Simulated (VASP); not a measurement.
Input of a VASP 6.6.1 run:

Contents of INCAR:

```
SYSTEM = Hf
PREC     = Accurate       ! precision mode
ENCUT    = 500            ! plane-wave cutoff, eV
EDIFF    = 1E-6           ! SCF threshold, eV
ISMEAR   = 0              ! smearing method
SIGMA    = 0.1            ! smearing width, eV
LREAL    = .FALSE.        ! projectors in reciprocal space
LASPH    = .TRUE.         ! aspherical terms in the spheres
NELM     = 120            ! most SCF steps
ALGO     = Normal         ! electronic algorithm
ISIF     = 2              ! what is computed and relaxed
LWAVE    = .FALSE.        ! write WAVECAR
LCHARG   = .FALSE.        ! write CHGCAR
GGA      = PS             ! functional
NBANDS   = 17             ! bands
GGA_COMPAT= .FALSE.
```

KPOINTS

```
Automatic mesh
0
G
  12 12 7
  0 0 0
```

Contents of POSCAR:

```
Hf
1.0
    3.2769193513      0.0000000000      0.0000000000
   -1.6384596756      2.8378954044      0.0000000000
    0.0000000000      0.0000000000      4.8771572494
Hf
2
Direct
    0.3333333333      0.6666666667      0.2500000000
    0.6666666667      0.3333333333      0.7500000000
```

Potentials or basis: VASP PAW PBE potentials, release 64 (Hf_pv).

Run with:

```sh
$ cat potpaw_PBE.64/Hf_pv/POTCAR > POTCAR
$ mpirun -np 1 vasp_std > vasp.out
```

(1) What does it give for the pressure?

(2) Estimate the band gap on the k mesh.

## Answers

(1) -5.1 GPa.

(2) zero (band 10 reaches 5.69 eV, above the bottom of band 11 at 4.36 eV).

Caveat: the PAW data sets were made with another functional, which shifts forces and pressure a little; spin-orbit coupling is left out, which moves the levels of the heavy elements.
